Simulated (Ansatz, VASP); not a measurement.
BeS3 in VASP and in Ansatz

File INCAR:

```
SYSTEM = BeS3
ALGO = Normal
EDIFF = 1E-7
EDIFFG = -0.01
ENCUT = 600
GGA = PE
GGA_COMPAT = .FALSE.
IBRION = 2
ISIF = 3
ISMEAR = 0
LASPH = .TRUE.
LCHARG = .FALSE.
LREAL = .FALSE.
LWAVE = .FALSE.
NELM = 120
NELMIN = 4
NSW = 100
PREC = Accurate
SIGMA = 0.1
```

File KPOINTS:

```
k-points
0
G
  8 8 8
  0 0 0
```

Contents of POSCAR:

```
BeS3
1.0
    4.8908584056      0.0000000000      0.0000000000
    0.0000000000      4.8908584056      0.0000000000
    0.0000000000      0.0000000000      4.8908584056
Be S
2 6
Direct
    0.0000000000      0.0000000000      0.0000000000
    0.5000000000      0.5000000000      0.5000000000
    0.0000000000      0.5000000000      0.2500000000
    0.0000000000      0.5000000000      0.7500000000
    0.2500000000      0.0000000000      0.5000000000
    0.7500000000      0.0000000000      0.5000000000
    0.5000000000      0.7500000000      0.0000000000
    0.5000000000      0.2500000000      0.0000000000
```

Input for Ansatz:

```yaml
crystal:
  lattice:
    - [4.8908584056, 0.0, 0.0]
    - [0.0, 4.8908584056, 0.0]
    - [0.0, 0.0, 4.8908584056]
  atoms:
    - { symbol: Be, position: [0.0, 0.0, 0.0] }
    - { symbol: Be, position: [0.5, 0.5, 0.5] }
    - { symbol: S, position: [0.0, 0.5, 0.25] }
    - { symbol: S, position: [0.0, 0.5, 0.75] }
    - { symbol: S, position: [0.25, 0.0, 0.5] }
    - { symbol: S, position: [0.75, 0.0, 0.5] }
    - { symbol: S, position: [0.5, 0.75, 0.0] }
    - { symbol: S, position: [0.5, 0.25, 0.0] }
basis:
  ecutwfc: 420
kpoints:
  mp_grid: { grid: [8, 8, 8] }
hamiltonian:
  xc: pbe
scf:
  occupations: { method: gaussian, width: 0.1 }
output:
  forces: true
  stress: true
  eigenvalues: true
relax:
  adjacent_minimum: "off"
  f_tol: 0.01
  max_steps: 80
  cell: { stress_tol: 0.05 }
```

Alike in both runs: task relaxation of cell and atoms; functional PBE; k mesh 8 × 8 × 8; occupations gaussian, width 0.1 eV; no spin polarisation.

```csv
,VASP,Ansatz
version,VASP 6.6.1,Ansatz 0.2.0
potentials or method,"VASP PAW PBE potentials, release 64 (Be, S), cutoff 600 eV","scalar-relativistic, plane waves, PAW"
valence electrons in the cell,40,40
```

```csv
,VASP,Ansatz,Ansatz less VASP
"gap on the k mesh at the Fermi level, each at its own relaxed structure (eV)",none,none,-
relaxed volume (Å³/atom),14.70,14.72,+0.014
relaxed cell length with the largest relative difference (Å),4.900,4.901,+0.0016
```

A gap of «none» marks a metal or a gap that the smearing closes.
